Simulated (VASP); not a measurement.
Wanted: the native input for a VASP 6.6.1 run.

```
Task                   : single point
Functional             : PBEsol
Potentials or basis    : VASP PAW PBE potentials, release 64 (Ta_pv)
Cutoff                 : 520 eV
k mesh                 : 16 × 16 × 16
Occupations            : gaussian, width 0.1 eV
Spin                   : no spin polarisation
Dipole correction      : no
Further INCAR settings : ALGO = Fast; EDIFF = 1e-06; NBANDS = 18
```

The structure of Ta lies in POSCAR:

```
Ta
1.0
    3.3460917286      0.0000000000      0.0000000000
    0.0000000000      3.2578337568      0.0000000000
    0.0000000000      0.0000000000      3.2578337568
Ta
2
Direct
    0.0000000000      0.0000000000      0.0000000000
    0.5000000000      0.5000000000      0.5000000000
```

This cell differs from its parent crystal: uniaxial strain along a: +2.0 %, then relaxed in part.

The input as run:

INCAR

```
PREC = Accurate ; ENCUT = 520
EDIFF = 1E-6 ; ISMEAR = 0
SIGMA = 0.1 ; LREAL = F
LASPH = T ; NELM = 60
ALGO = Fast ; ISIF = 2
LWAVE = F ; LCHARG = F
GGA = PS ; NBANDS = 18
```

KPOINTS

```
regular mesh
0
Gamma
  16 16 16
```

Potentials or basis: VASP PAW PBE potentials, release 64 (Ta_pv).

Command:

```console
$ cat potpaw_PBE.64/Ta_pv/POTCAR > POTCAR
$ mpirun -np 1 vasp_std > vasp.out
```

Results of the run:

* Pressure: -0.8 GPa
* Band gap on the k mesh: zero (bands 11 and 12 overlap by 2.99 eV)

Caveat: the cell differs from its parent crystal (uniaxial strain along a: +2.0 %, then relaxed in part); the PAW data sets were made with another functional, which shifts forces and pressure a little; spin-orbit coupling is left out, which moves the levels of the heavy elements.

Run time: 8.1 min on 1 thread of AMD EPYC 7571 (shared host), peak memory 0.28 GiB.
